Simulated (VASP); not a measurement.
# MgS (P6_3mc) in VASP: single point with HSE06

Aim: the single point of MgS with HSE06.

All numbers are computed with VASP 6.6.1; they aren't measurements. Logs are shortened: lines on timing, memory, paths and dates and some standing lists are left out, and cuts for length are marked.

### 1 The cell of the first run

The structure is hexagonal, space group P6_3mc (No. 186). Conventional cell: a = 4.029 Å, b = 4.029 Å, c = 6.487 Å, α = 90.00°, β = 90.00°, γ = 120.00°. Mg (site symmetry 3m) has 4 S at 2.45 to 2.46 Å within 3.2 Å. Within 3.2 Å of S (site symmetry 3m) lie 4 Mg at 2.45 to 2.46 Å.

### 2 Single point, HSE06 (uniaxial z strain +0.5%)

File POSCAR:

```
MgS
1.0
    4.0286256282      0.0000000000      0.0000000000
   -2.0143128141      3.4888921364      0.0000000000
    0.0000000000      0.0000000000      6.4866647665
Mg S
2 2
Direct
    0.3333333333      0.6666666667     -0.0023290039
    0.6666666667      0.3333333333      0.4976709961
    0.3333333333      0.6666666667      0.3773290039
    0.6666666667      0.3333333333      0.8773290039
```

File INCAR.step1:

```
SYSTEM = MgS
  ALGO = Normal
  EDIFF = 1E-5
  ENCUT = 520
  GGA = PE
  ISIF = 2
  ISMEAR = 0
  LASPH = .True.
  LCHARG = .False.
  LREAL = .False.
  LWAVE = .True.
  NBANDS = 16
  NELM = 60
  PREC = Accurate
  SIGMA = 0.01
```

File INCAR.step2:

```
SYSTEM = MgS
  ALGO = Normal
  EDIFF = 1E-6
  ENCUT = 520
  GGA = PE
  HFSCREEN = 0.2079
  ISIF = 2
  ISMEAR = 0
  ISTART = 1
  LASPH = .True.
  LCHARG = .False.
  LHFCALC = .True.
  LREAL = .False.
  LWAVE = .False.
  NBANDS = 16
  NELM = 60
  PREC = Accurate
  PRECFOCK = Normal
  SIGMA = 0.01
```

File KPOINTS:

```
k-points
0
Gamma
  6 6 4
  0 0 0
```

Potentials or basis: VASP PAW PBE potentials, release 64 (Mg, S).

The run is started by

```console
$ cat potpaw_PBE.64/Mg/POTCAR potpaw_PBE.64/S/POTCAR > POTCAR
$ cp INCAR.step1 INCAR
$ mpirun -np 1 vasp_std > vasp.out
$ cp INCAR.step2 INCAR
$ mpirun -np 1 vasp_std > vasp.out
```

OUTCAR:

```text
SYSTEM = MgS
   EDIFF = 1E-6
   ENCUT = 520
   GGA = PE
   HFSCREEN = 0.2079
   ISIF = 2
   ISMEAR = 0
   ISTART = 1
   LASPH = .True.
   LHFCALC = .True.
   LREAL = .False.
   NELM = 60
   PREC = Accurate
   PRECFOCK = Normal

 ion  position               nearest neighbor table
   1  0.333  0.667  0.998-   4 2.45   4 2.45   4 2.45   3 2.46
   2  0.667  0.333  0.498-   3 2.45   3 2.45   3 2.45   4 2.46
   3  0.333  0.667  0.377-   2 2.45   2 2.45   2 2.45   1 2.46
   4  0.667  0.333  0.877-   1 2.45   1 2.45   1 2.45   2 2.46

  LATTYP: Found a hexagonal cell.
 ALAT       =     4.0286256282
 C/A-ratio  =     1.6101433504

  Lattice vectors:

 A1 = (   4.0286256282,   0.0000000000,   0.0000000000)
 A2 = (  -2.0143128141,   3.4888921364,   0.0000000000)
 A3 = (   0.0000000000,   0.0000000000,   6.4866647665)

Analysis of symmetry for initial positions (statically):
=====================================================================
 Subroutine PRICEL returns:
 Original cell was already a primitive cell.

 Routine SETGRP: Setting up the symmetry group for a
 hexagonal supercell.

 Subroutine GETGRP returns: Found 12 space group operations
 (whereof  6 operations were pure point group operations)
 out of a pool of 24 trial point group operations.

The static configuration has the point symmetry C_3v.
 The point group associated with its full space group is C_6v.

Analysis of symmetry for dynamics (positions and initial velocities):
=====================================================================
 Subroutine PRICEL returns:
 Original cell was already a primitive cell.

 Routine SETGRP: Setting up the symmetry group for a
 hexagonal supercell.

 Subroutine GETGRP returns: Found 12 space group operations
 (whereof  6 operations were pure point group operations)
 out of a pool of 24 trial point group operations.

The dynamic configuration has the point symmetry C_3v.
 The point group associated with its full space group is C_6v.

 Subroutine INISYM returns: Found 12 space group operations
 (whereof  6 operations are pure point group operations),
 and found     1 'primitive' translations

----------------------------------------------------------------------------------------

                                     Primitive cell

[... 98 lines left out ...]
   POTIM  = 0.5000    time-step for ionic-motion
   TEBEG  =    0.0;   TEEND  =   0.0 temperature during run
   PSTRESS=    0.0 pullay stress
   NELECT =      16.0000    total number of electrons
   NUPDOWN=      -1.0000    fix difference up-down
   EMIN   =  10.00;   EMAX   =-10.00  energy-range for DOS
   EFERMI =   0.00;   METHOD = LEGACY
   ISMEAR =     0;   SIGMA  =   0.01  broadening in eV -4-tet -1-fermi 0-gaus
   EFERMI_NEDOS =   21; number of points for ismear=-14 and -15
   IALGO  =     38    algorithm
   IMIX   =      1    mixing-type and parameters
     AMIX     =   0.40;   BMIX     =  1.00
     AMIX_MAG =   1.60;   BMIX_MAG =  1.00
  volume/ion in A,a.u.               =      22.79       153.82
  Fermi-wavevector in a.u.,A,eV,Ry     =   0.916557  1.732042 11.429940  0.840077
  Thomas-Fermi vector in A             =   2.041426
   LORBIT       =      0    0 simple, 1 ext, 2 COOP (PROOUT), +10 PAW based schemes
   GGA     = PE    functional components
   LHFCALC =     T    Hartree Fock is set to
   PRECFOCK=normal    Normal, Fast or Accurate (Low or Medium for compatibility)
   ENCUT4O =  -1.0   cutoff for four orbital integrals eV
   NKREDX  =     1    reduce k-point grid by
   NKREDY  =     1    reduce k-point grid by
   NKREDZ  =     1    reduce k-point grid by
   AEXX    =    0.2500 exact exchange contribution
   HFSCREEN=    0.2079 screening length (either q_TF or 0.3 A-1)
   HFSCREENC=   0.2079 screening length for correlation (either q_TF or 0.3 A-1)
   ENCUTFOCK=  -1.0 apply spherical cutoff to Coloumb kernel
   IVDW    =     0    specifies the selected vdW correction
   LEPSILON=     F    determine dielectric tensor
   LRPA    =     F    only Hartree local field effects (RPA)
 non-spin polarized calculation
 Gauss-broadening in eV      SIGMA  =   0.01
  energy-cutoff  :      520.00
  volume of cell :       91.17
 maximum number of plane-waves:      2479
 NGX is ok and might be reduce to    30
  NGX = 24; NGY = 24; NGZ = 40

 number of electron      16.0000002 magnetization

 Free energy of the ion-electron system (eV)
  ---------------------------------------------------
  ext. energy  EPLUGINS =         0.00000000
  ---------------------------------------------------
  free energy    TOTEN  =       -19.72877825 eV

  energy without entropy =      -19.72877825  energy(sigma->0) =      -19.72877825

 E-fermi :   0.4842     XC(G=0):  -6.9973

 val. band max:        0.3828130208   @ k =   0.0000   0.0000   0.0000
 cond. band min:       4.8906261645   @ k =   0.0000   0.0000   0.0000
 fundamental gap:      4.5078131437
 Fermi energy:         0.4841706476

 k-point     1 :       0.0000    0.0000    0.0000
  band No.  band energies     occupation
      1     -12.1169      2.00000
      2     -11.3391      2.00000
      3      -3.0624      2.00000
      4      -0.1494      2.00000
      5      -0.1494      2.00000
      6       0.2939      2.00000
[... 376 lines left out ...]
      3      -2.5639      2.00000
      4      -2.5639      2.00000
      5      -1.6932      2.00000
      6      -1.6932      2.00000
[... 8 lines left out ...]
     15      10.9831      0.00000
     16      10.9831      0.00000

------------------------ aborting loop because EDIFF is reached ----------------------------------------

  FORCE on cell =-STRESS in cart. coord.  units (eV):
  Direction    XX          YY          ZZ          XY          YZ          ZX
  --------------------------------------------------------------------------------------
  -------------------------------------------------------------------------------------
  Total       -0.1982824     -0.1982824     -0.3455063      0.0000000      0.0000000      0.0000000
  in kB       -3.4844060     -3.4844060     -6.0715649      0.0000000      0.0000000      0.0000000
  external PRESSURE =      -4.3467923 kB  Pullay stress =       0.0000000 kB

 VOLUME and BASIS-vectors are now :
 -----------------------------------------------------------------------------
  energy-cutoff  :      520.00
  volume of cell :       91.17
      direct lattice vectors                 reciprocal lattice vectors
     4.028625628  0.000000000  0.000000000     0.248223611  0.143311969  0.000000000
    -2.014312814  3.488892136  0.000000000     0.000000000  0.286623937  0.000000000
     0.000000000  0.000000000  6.486664766     0.000000000  0.000000000  0.154162430

 POSITION                                       TOTAL-FORCE (eV/Angst)
 -----------------------------------------------------------------------------------
     -0.00000      2.32593      6.47156         0.000000      0.000000     -0.000988
      2.01431      1.16296      3.22822        -0.000000     -0.000000     -0.000988
     -0.00000      2.32593      2.44761         0.000000     -0.000000      0.000988
      2.01431      1.16296      5.69094        -0.000000      0.000000      0.000988
 -----------------------------------------------------------------------------------
    total drift:                                0.000000      0.000000     -0.000203

  FREE ENERGIE OF THE ION-ELECTRON SYSTEM (eV)
  ---------------------------------------------------
  free  energy   TOTEN  =       -19.7287782502 eV

  energy  without entropy=      -19.7287782502  energy(sigma->0) =      -19.72877825
```

OSZICAR.step1:

```text
N       E                     dE             d eps       ncg     rms          rms(c)
DAV:   1     0.620939033835E+02    0.62094E+02   -0.58741E+03   672   0.804E+02
DAV:   2    -0.118967074875E+02   -0.73991E+02   -0.68276E+02  1008   0.134E+02
DAV:   3    -0.179238803352E+02   -0.60272E+01   -0.60053E+01   864   0.414E+01
DAV:   4    -0.179956771204E+02   -0.71797E-01   -0.71781E-01   856   0.563E+00
DAV:   5    -0.179970210640E+02   -0.13439E-02   -0.13439E-02   872   0.779E-01    0.571E+00
DAV:   6    -0.170272623469E+02    0.96976E+00   -0.15063E+00   720   0.565E+00    0.441E+00
DAV:   7    -0.169611271300E+02    0.66135E-01   -0.37984E-01   840   0.287E+00    0.331E+00
DAV:   8    -0.169797951043E+02   -0.18668E-01   -0.40548E-02   712   0.139E+00    0.220E+00
DAV:   9    -0.169773443080E+02    0.24508E-02   -0.45086E-03   768   0.466E-01    0.492E-01
DAV:  10    -0.169778133945E+02   -0.46909E-03   -0.17589E-03   848   0.191E-01    0.102E-01
DAV:  11    -0.169778856154E+02   -0.72221E-04   -0.17215E-04   784   0.722E-02    0.534E-02
DAV:  12    -0.169778947523E+02   -0.91369E-05   -0.22218E-05   800   0.245E-02
   1 F= -.16977895E+02 E0= -.16977895E+02  d E =-.997814E-35
```

Run time: 24 min. Hardware: 1 thread of Intel Xeon 6975P-C (Granite Rapids), shared host; peak memory 0.35 GiB.

Results:

```yaml
Free_energy: -19.7288 eV
Pressure: -0.4 GPa
Band_gap_on_the_k_mesh: 4.51 eV, direct
```

Stress tensor (GPa, compression positive):
```
-0.35  0.00  0.00
 0.00 -0.35  0.00
 0.00  0.00 -0.61
```

Caveat: the cell differs from its parent crystal (uniaxial z strain +0.5%); the PAW data sets were made with another functional, which shifts forces and pressure a little.
